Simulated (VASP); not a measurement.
SnSe2:

```
Sn Se
1.0
     3.84190    0.00000    0.00000
    -1.92095    3.32718    0.00000
     0.00000    0.00000    6.48588
Sn Se
1 2
Cartesian
  0.0000 0.0000 0.0000
  1.9209 1.1091 4.9105
  0.0000 2.2181 1.5754
```

| Quantity | Value |
| --- | --- |
| Program | VASP 6.6.1 |
| Task | relaxation of cell and atoms |
| Functional | PBEsol |
| Potentials or basis | VASP PAW PBE potentials, release 64 (Sn_d, Se) |
| Cutoff | 500 eV |
| k mesh | 9 × 9 × 4 |
| Occupations | gaussian, width 0.02 eV |
| Spin | no spin polarisation |

At the start: pressure -0.7 GPa; volume 27.64 Å³/atom.

Task: Where does the relaxation end?

Result: Over 17 steps the energy falls by 4.8 meV/atom and the volume is 25.88 Å³/atom (-6.3 %); space group P-3m1 (No. 164, to 0.1 Å) before and after.

The path:
```tsv
step	energy change (eV)	largest force (eV/Å)	pressure (GPa)	volume (Å³)
1	0.0000	0.0625	-0.70	82.91
2	-0.0034	0.1575	0.30	81.47
3	-0.0035	0.1440	0.16	81.67
4	-0.0050	0.0603	-0.01	81.54
5	-0.0051	0.0328	-0.07	81.50
6	-0.0058	0.0321	-0.07	81.33
7	-0.0077	0.0304	-0.07	80.80
8	-0.0110	0.0289	-0.03	79.74
9	-0.0142	0.0309	0.17	77.61
10	-0.0074	0.2061	-1.29	78.54
11	-0.0143	0.0016	-0.01	77.72
12	-0.0143	0.0010	-0.02	77.72
13	-0.0143	0.0020	0.00	77.66
14	-0.0143	0.0018	-0.01	77.67
15	-0.0143	0.0018	-0.01	77.66
16	-0.0143	0.0132	0.07	77.57
17	-0.0143	0.0009	0.00	77.65
```

Final structure:
```cif
data_structure
_symmetry_space_group_name_H-M 'P 1'
_symmetry_Int_Tables_number 1
_cell_length_a 3.8196
_cell_length_b 3.8196
_cell_length_c 6.1455
_cell_angle_alpha 90.000
_cell_angle_beta 90.000
_cell_angle_gamma 120.000
_cell_volume 77.65
loop_
_atom_site_label
_atom_site_type_symbol
_atom_site_fract_x
_atom_site_fract_y
_atom_site_fract_z
_atom_site_occupancy
Sn1 Sn 0.00000 0.00000 0.00000 1
Se1 Se 0.66667 0.33333 0.74157 1
Se2 Se 0.33333 0.66667 0.25843 1
```

Caveat: the PAW data sets were made with another functional, which shifts forces and pressure a little; this functional lacks dispersion, which binds layers or chains, so the pressure and a relaxed spacing across them are unreliable.
